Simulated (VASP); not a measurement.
# GaO3 (P-6m2) in VASP: single point with PBE

Aim: the single point of GaO3 with PBE.

Everything below comes from runs of VASP 6.6.1. Logs are shortened: lines on timing, memory, paths and dates and some standing lists are left out, and cuts for length are marked.

## (1) The cell of the first run

It takes space group P-6m2 (No. 187, hexagonal). The conventional cell has a = 2.948 Å, b = 2.948 Å, c = 6.481 Å, α = 90.00°, β = 90.00°, γ = 120.00°. Ga (site symmetry -6m2) has 6 O at 2.02 Å within 2.7 Å. O (site symmetry -6m2) has 12 O at 2.74 to 2.95 Å and 2 Ga at 3.24 Å within 3.6 Å. O (site symmetry 3m) has 3 Ga at 2.02 Å and 4 O at 2.19 to 2.74 Å within 2.8 Å.

The cell was generated, and may not be a known phase.

## (2) Single point, PBE, collinear spin, ferromagnetic start

INCAR

```
SYSTEM = GaO3
ALGO     = Normal         ! electronic algorithm
EDIFF    = 1E-7           ! SCF threshold, eV
ENCUT    = 520            ! plane-wave cutoff, eV
GGA      = PE             ! functional
ISIF     = 2              ! what is computed and relaxed
ISMEAR   = 0              ! smearing method
ISPIN    = 2              ! spin polarisation
LASPH    = .True.         ! aspherical terms in the spheres
LCHARG   = .False.        ! write CHGCAR
LORBIT   = 11             ! projections on sites
LREAL    = .False.        ! projectors in reciprocal space
LWAVE    = .False.        ! write WAVECAR
MAGMOM   = 0 1.07 1.07 1.07 ! initial moments
NBANDS   = 28             ! bands
NELM     = 150            ! most SCF steps
PREC     = Accurate       ! precision mode
SIGMA    = 0.1            ! smearing width, eV
```

KPOINTS

```
k-points
0
Gamma
  18 18 8
  0 0 0
```

POSCAR

```
GaO3
1.0
    2.9475788030      0.0000000000      0.0000000000
   -1.4737894015      2.5526781231      0.0000000000
    0.0000000000      0.0000000000      6.4807027485
Ga O
1 3
Direct
    0.6666666667      0.3333333333      0.0000000000
    0.6666666667      0.3333333333      0.5000000000
    0.3333333333      0.6666666667      0.1692948985
    0.3333333333      0.6666666667      0.8307051015
```

Potentials or basis: VASP PAW PBE potentials, release 64 (Ga_d, O).

Run with:

```
$ cat potpaw_PBE.64/Ga_d/POTCAR potpaw_PBE.64/O/POTCAR > POTCAR
$ mpirun -np 1 vasp_std > vasp.out
```

OUTCAR:

```text
SYSTEM = GaO3
   EDIFF = 1E-7
   ENCUT = 520
   GGA = PE
   ISIF = 2
   ISMEAR = 0
   ISPIN = 2
   LASPH = .True.
   LORBIT = 11
   LREAL = .False.
   NELM = 150
   PREC = Accurate

 ion  position               nearest neighbor table
   1  0.667  0.333  0.000-   3 2.02   4 2.02   3 2.02   4 2.02   3 2.02   4 2.02
   2  0.667  0.333  0.500-
   3  0.333  0.667  0.169-   1 2.02   1 2.02   1 2.02
   4  0.333  0.667  0.831-   1 2.02   1 2.02   1 2.02

  LATTYP: Found a hexagonal cell.
 ALAT       =     2.9475788030
 C/A-ratio  =     2.1986529222

  Lattice vectors:

 A1 = (   2.9475788030,   0.0000000000,   0.0000000000)
 A2 = (  -1.4737894015,   2.5526781231,   0.0000000000)
 A3 = (   0.0000000000,   0.0000000000,   6.4807027485)

Analysis of symmetry for initial positions (statically):
=====================================================================
 Subroutine PRICEL returns:
 Original cell was already a primitive cell.

 Routine SETGRP: Setting up the symmetry group for a
 hexagonal supercell.

 Subroutine GETGRP returns: Found 12 space group operations
 (whereof 12 operations were pure point group operations)
 out of a pool of 24 trial point group operations.

The static configuration has the point symmetry D_3h.

Analysis of symmetry for dynamics (positions and initial velocities):
=====================================================================
 Subroutine PRICEL returns:
 Original cell was already a primitive cell.

 Routine SETGRP: Setting up the symmetry group for a
 hexagonal supercell.

 Subroutine GETGRP returns: Found 12 space group operations
 (whereof 12 operations were pure point group operations)
 out of a pool of 24 trial point group operations.

The dynamic configuration has the point symmetry D_3h.

Analysis of structural, dynamic, and magnetic symmetry:
=====================================================================
 Subroutine PRICEL returns:
 Original cell was already a primitive cell.

 Routine SETGRP: Setting up the symmetry group for a
 hexagonal supercell.

 Subroutine GETGRP returns: Found 12 space group operations
 (whereof 12 operations were pure point group operations)
 out of a pool of 24 trial point group operations.

The overall configuration has the point symmetry D_3h.

 Subroutine INISYM returns: Found 12 space group operations
 (whereof 12 operations are pure point group operations),
 and found     1 'primitive' translations

----------------------------------------------------------------------------------------

                                     Primitive cell

  volume of cell :      48.7622

  direct lattice vectors                    reciprocal lattice vectors
     2.947578803  0.000000000  0.000000000     0.339261498  0.195872717  0.000000000
    -1.473789401  2.552678123  0.000000000     0.000000000  0.391745434  0.000000000
     0.000000000  0.000000000  6.480702748     0.000000000  0.000000000  0.154304254

  length of vectors
     2.947578803  2.947578803  6.480702748     0.391745434  0.391745434  0.154304254

  position of ions in fractional coordinates (direct lattice)
     0.666666667  0.333333333  0.000000000
     0.666666667  0.333333333  0.500000000
     0.333333333  0.666666667  0.169294898
     0.333333333  0.666666667  0.830705102

  ion indices of the primitive-cell ions
   primitive index   ion index
                 1           1
                 2           2
                 3           3
                 4           4

----------------------------------------------------------------------------------------

 KPOINTS: k-points

Automatic generation of k-mesh.
 Grid dimensions read from file:
 generate k-points for:   18   18    8

 Generating k-lattice:

  Cartesian coordinates                     Fractional coordinates (reciprocal lattice)
     0.018847861  0.010881818  0.000000000     0.055555556 -0.000000000  0.000000000
     0.000000000  0.021763635  0.000000000     0.000000000  0.055555556  0.000000000
     0.000000000  0.000000000  0.019288032     0.000000000  0.000000000  0.125000000

  Length of vectors
     0.021763635  0.021763635  0.019288032

  Shift w.r.t. Gamma in fractional coordinates (k-lattice)
     0.000000000  0.000000000  0.000000000

 Subroutine IBZKPT returns following result:
 ===========================================

 Found    185 irreducible k-points:

 Following reciprocal coordinates:
            Coordinates               Weight
  0.000000  0.000000  0.000000      1.000000
  0.055556  0.000000  0.000000      6.000000
  0.111111  0.000000  0.000000      6.000000
  0.166667 -0.000000  0.000000      6.000000
  0.222222 -0.000000  0.000000      6.000000
  0.277778  0.000000  0.000000      6.000000
[... 16 lines left out ...]
  0.333333  0.111111  0.000000     12.000000
  0.388889  0.111111  0.000000     12.000000
 [... further k-points ...]
   k-points           NKPTS =    185   k-points in BZ     NKDIM =    185   number of bands    NBANDS=     28
   number of dos      NEDOS =    301   number of ions     NIONS =      4
   total plane-waves  NPLWV =  27648
   dimension x,y,z NGX =    24 NGY =   24 NGZ =   48
   dimension x,y,z NGXF=    48 NGYF=   48 NGZF=   96
   ions per type =               1   3
   NGX,Y,Z   is equivalent  to a cutoff of  13.54, 13.54, 12.31 a.u.
   NGXF,Y,Z  is equivalent  to a cutoff of  27.07, 27.07, 24.63 a.u.
 SYSTEM =  GaO3
   PREC   = accura    normal or accurate (medium, high low for compatibility)
   ISTART =      0    job   : 0-new  1-cont  2-samecut
   ICHARG =      2    charge: 1-file 2-atom 10-const
   ISPIN  =      2    spin polarized calculation?
   LNONCOLLINEAR =      F non collinear calculations
   LSORBIT =      F    spin-orbit coupling
   LASPH  =      T    aspherical Exc in radial PAW
   ENCUT  =  520.0 eV  38.22 Ry    6.18 a.u.   5.48  5.48 12.05*2*pi/ulx,y,z
   NELM   =    150;   NELMIN=  2; NELMDL= -5     # of ELM steps
   EDIFF  = 0.1E-06   stopping-criterion for ELM
   LREAL  =      F    real-space projection
   EDIFFG = 0.1E-05   stopping-criterion for IOM
   NSW    =      0    number of steps for IOM
   IBRION =     -1    ionic relax: 0-MD 1-quasi-New 2-CG
   NFREE  =      0    steps in history (QN), initial steepest desc. (CG)
   ISIF   =      2    stress and relaxation
   ISYM   =      2    0-nonsym 1-usesym 2-fastsym
   POTIM  = 0.5000    time-step for ionic-motion
   TEBEG  =    0.0;   TEEND  =   0.0 temperature during run
   PSTRESS=    0.0 pullay stress
   NELECT =      31.0000    total number of electrons
   NUPDOWN=      -1.0000    fix difference up-down
   EMIN   =  10.00;   EMAX   =-10.00  energy-range for DOS
   EFERMI =   0.00;   METHOD = LEGACY
   ISMEAR =     0;   SIGMA  =   0.10  broadening in eV -4-tet -1-fermi 0-gaus
   EFERMI_NEDOS =   21; number of points for ismear=-14 and -15
   IALGO  =     38    algorithm
   IMIX   =      4    mixing-type and parameters
     AMIX     =   0.40;   BMIX     =  1.00
     AMIX_MAG =   1.60;   BMIX_MAG =  1.00
  volume/ion in A,a.u.               =      12.19        82.27
  Fermi-wavevector in a.u.,A,eV,Ry     =   1.407670  2.660111 26.960420  1.981535
  Thomas-Fermi vector in A             =   2.529906
   LORBIT       =     11    0 simple, 1 ext, 2 COOP (PROOUT), +10 PAW based schemes
   GGA     = PE    functional components
   LHFCALC =     F    Hartree Fock is set to
   AEXX    =    0.0000 exact exchange contribution
   IVDW    =     0    specifies the selected vdW correction
   LEPSILON=     F    determine dielectric tensor
   LRPA    =     F    only Hartree local field effects (RPA)
 spin polarized calculation
 Gauss-broadening in eV      SIGMA  =   0.10
  energy-cutoff  :      520.00
  volume of cell :       48.76
 maximum number of plane-waves:      1345
 NGX is ok and might be reduce to    24
   NGX = 11   NGY = 11   NGZ = 25

 number of electron      31.0000004 magnetization       2.9999367

 Free energy of the ion-electron system (eV)
  ---------------------------------------------------
  ext. energy  EPLUGINS =         0.00000000
  ---------------------------------------------------
  free energy    TOTEN  =       -17.69449599 eV

  energy without entropy =      -17.69003409  energy(sigma->0) =      -17.69226504

 E-fermi :   0.8460     XC(G=0): -10.2274

 val. band max:        0.8344521474   @ k =   0.1667  -0.0000   0.3750
 cond. band min:       0.8515326742   @ k =   0.1667   0.0556   0.5000
 fundamental gap:      0.0170805268
 Fermi energy:         0.8459814167

 spin component 1

 k-point     1 :       0.0000    0.0000    0.0000
  band No.  band energies     occupation
      1     -18.4596      1.00000
      2     -17.5151      1.00000
      3     -16.1521      1.00000
      4     -12.3717      1.00000
      5     -12.3717      1.00000
      6     -12.2121      1.00000
[... 19 lines left out ...]
     26      22.3648      0.00000
     27      22.3649      0.00000

 k-point     2 :       0.0556    0.0000    0.0000
  band No.  band energies     occupation
      1     -18.4327      1.00000
      2     -17.5031      1.00000
      3     -16.1443      1.00000
      4     -12.3694      1.00000
      5     -12.3624      1.00000
      6     -12.2062      1.00000
[... 652 lines left out ...]
 k-point    24 :       0.3889    0.1111    0.0000
  band No.  band energies     occupation
      1     -17.4515      1.00000
      2     -17.1648      1.00000
      3     -15.8949      1.00000
      4     -12.2203      1.00000
      5     -12.1665      1.00000
      6     -12.0320      1.00000
[... 19 lines left out ...]
     26      19.9926      0.00000
     27      21.2931      0.00000

 [... further k-points ...]

 spin component 2

 k-point     1 :       0.0000    0.0000    0.0000
  band No.  band energies     occupation
      1     -17.7107      1.00000
      2     -15.3852      1.00000
      3     -14.1904      1.00000
      4     -12.3746      1.00000
      5     -12.3746      1.00000
      6     -12.1967      1.00000
[... 19 lines left out ...]
     26      22.5002      0.00000
     27      22.5008      0.00000

 k-point     2 :       0.0556    0.0000    0.0000
  band No.  band energies     occupation
      1     -17.6817      1.00000
      2     -15.3793      1.00000
      3     -14.1748      1.00000
      4     -12.3722      1.00000
      5     -12.3653      1.00000
      6     -12.1911      1.00000
[... 652 lines left out ...]
 k-point    24 :       0.3889    0.1111    0.0000
  band No.  band energies     occupation
      1     -16.6802      1.00000
      2     -15.1989      1.00000
      3     -13.6472      1.00000
      4     -12.2106      1.00000
      5     -12.1594      1.00000
      6     -12.0297      1.00000
[... 19 lines left out ...]
     26      20.4332      0.00000
     27      21.8835      0.00000

 [... further k-points ...]

 [bands above 27 left out]

------------------------ aborting loop because EDIFF is reached ----------------------------------------

  FORCE on cell =-STRESS in cart. coord.  units (eV):
  Direction    XX          YY          ZZ          XY          YZ          ZX
  --------------------------------------------------------------------------------------
  -------------------------------------------------------------------------------------
  Total        0.1719895      0.1719895      0.0934556      0.0000000     -0.0000000      0.0000000
  in kB        5.6510485      5.6510485      3.0706650      0.0000000     -0.0000000      0.0000000
  external PRESSURE =       4.7909207 kB  Pullay stress =       0.0000000 kB

 VOLUME and BASIS-vectors are now :
 -----------------------------------------------------------------------------
  energy-cutoff  :      520.00
  volume of cell :       48.76
      direct lattice vectors                 reciprocal lattice vectors
     2.947578803  0.000000000  0.000000000     0.339261498  0.195872717  0.000000000
    -1.473789401  2.552678123  0.000000000     0.000000000  0.391745434  0.000000000
     0.000000000  0.000000000  6.480702748     0.000000000  0.000000000  0.154304254

 POSITION                                       TOTAL-FORCE (eV/Angst)
 -----------------------------------------------------------------------------------
      1.47379      0.85089      0.00000        -0.000000     -0.000000      0.000000
      1.47379      0.85089      3.24035         0.000000     -0.000000      0.000000
     -0.00000      1.70179      1.09715         0.000000      0.000000      0.077427
     -0.00000      1.70179      5.38355         0.000000      0.000000     -0.077427
 -----------------------------------------------------------------------------------
    total drift:                               -0.000002      0.000001      0.000000

  FREE ENERGIE OF THE ION-ELECTRON SYSTEM (eV)
  ---------------------------------------------------
  free  energy   TOTEN  =       -17.6944959937 eV

  energy  without entropy=      -17.6900340883  energy(sigma->0) =      -17.69226504

 total charge

# of ion       s       p       d       tot
------------------------------------------
    1        0.690   0.714  10.208  11.612
    2        1.636   2.878   0.000   4.513
    3        1.593   3.318   0.000   4.911
    4        1.593   3.318   0.000   4.911
--------------------------------------------------
tot          5.511  10.229  10.208  25.948

 magnetization (x)

# of ion       s       p       d       tot
------------------------------------------
    1       -0.021  -0.017   0.009  -0.029
    2        0.017   1.672   0.000   1.689
    3        0.006   0.425   0.000   0.430
    4        0.006   0.425   0.000   0.430
--------------------------------------------------
tot          0.008   2.504   0.009   2.521
```

It took 13 min on 1 thread of Intel Xeon 8259CL, shared host; peak memory 0.46 GiB.

What came out:

| Item | Value |
| --- | --- |
| Free energy | -17.6945 eV |
| Pressure | 0.5 GPa |
| Largest force | 0.077 eV/Å |
| Band gap on the k mesh | zero (filled and empty bands overlap) |
| Net moment | 3.00 μB per cell |
| Site moments | Ga -0.03; O +1.69, +0.43 (each value once) μB |
| Valence electrons inside the program's atomic spheres | Ga 11.61; O 4.51, 4.91 (each value once) |

Forces in eV/Å, atoms in the order of the input:
```
Ga   0.000  0.000  0.000
O    0.000  0.000  0.000
O    0.000  0.000  0.077
O    0.000  0.000 -0.077
```

Levels at points of the mesh, in eV from the Fermi level:
Spin up:
| k point | band 15 | band 16 | band 17 | band 18 | band 19 | band 20 |
| --- | --- | --- | --- | --- | --- | --- |
| (0.00, 0.00, 0.00) | -0.48 | -0.48 | -0.45 | 2.33 | 8.37 | 10.90 |
| (0.50, 0.00, 0.00) | -2.27 | -0.78 | -0.41 | 6.01 | 7.04 | 11.67 |
| (0.00, 0.00, 0.50) | -0.98 | -0.46 | -0.46 | 2.56 | 7.91 | 11.74 |
| (0.50, 0.00, 0.50) | -2.57 | -0.71 | -0.29 | 5.97 | 7.12 | 11.53 |
Spin down:
```tsv
k point	band 10	band 11	band 12	band 13	band 14	band 15	band 16	band 17	band 18	band 19
(0.00, 0.00, 0.00)	-1.03	-0.92	-0.92	-0.04	-0.04	1.17	1.17	1.89	2.91	8.73
(0.50, 0.00, 0.00)	-3.33	-3.02	-2.25	-0.70	-0.36	0.45	0.76	1.48	6.24	7.22
(0.00, 0.00, 0.50)	-0.91	-0.91	-0.06	-0.06	0.05	0.62	1.18	1.18	3.48	8.21
(0.50, 0.00, 0.50)	-3.20	-2.77	-2.22	-1.25	-0.45	0.57	0.84	1.55	6.17	7.35
```
